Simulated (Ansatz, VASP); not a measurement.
One calculation of Cu, two programs

```xyz
1
Lattice="0.0000 1.7623 1.8527 1.7623 0.0000 1.8527 1.7623 1.7623 0.0000" Properties=species:S:1:pos:R:3 pbc="T T T"
Cu    0.0000    0.0000    0.0000
```

Change from the starting cell: strain -0.025 along x and y, +0.025 along z, atoms carried along.

Alike in both runs: task single point; functional PBEsol; k mesh 22 × 22 × 22; occupations gaussian, width 0.15 eV; no spin polarisation.

|  | VASP | Ansatz |
| --- | --- | --- |
| version | VASP 6.6.1 | Ansatz 0.2.0 |
| potentials or method | VASP PAW PBE potentials, release 64 (Cu), cutoff 520 eV | scalar-relativistic, plane waves, PAW |
| valence electrons in the cell | 11 | 19 |

|  | VASP | Ansatz | Ansatz less VASP |
| --- | --- | --- | --- |
| gap on the k mesh at the Fermi level (eV) | none | none | - |
| pressure (GPa) | -1.9 | -2.6 | -0.69 |
| traceless stress, the component that is largest in VASP (GPa) | -2.43 | -2.44 | -0.010 |

VASP's potentials were made for PBE, not for PBEsol. A gap of «none» marks a metal or a gap that the smearing closes. The functional is the same, so the differences come from potentials, cutoffs and numerics. VASP's potentials hold 11 valence electrons a cell and Ansatz's 19, so a difference there can come from the potentials and not from the codes.
